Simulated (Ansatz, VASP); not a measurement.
# Sb in VASP and in Ansatz

```
CELL_PARAMETERS angstrom
-1.50500 1.50500 2.45520
1.50500 -1.50500 2.45520
1.50500 1.50500 -2.45520
ATOMIC_POSITIONS crystal
Sb 0.00000 0.00000 0.00000
```

Change from the starting cell: zz strain of -1 %, crystal datasets.

Alike in both runs: task electric field gradients; functional PBE; k mesh 19 × 19 × 19; occupations fermi-dirac, width 0.05 eV; no spin polarisation.

|  | VASP | Ansatz |
| --- | --- | --- |
| version | VASP 6.6.1 | Ansatz 0.2.0 |
| potentials or method | VASP PAW PBE potentials, release 64 (Sb), cutoff 520 eV | all-electron PAW with datasets made for the crystal, scalar-relativistic |

```csv
,VASP,Ansatz,Ansatz less VASP
pressure (GPa),20.5,20.5,+0.03
"traceless stress, the component that is largest in VASP (GPa)",-1.18,-1.09,+0.086
size of Vzz on the site where it differs most (V/Å²),35.0,35.7,+0.62
```

Ansatz ran all-electron here, and VASP with PAW potentials.

Spin-orbit coupling is off throughout.
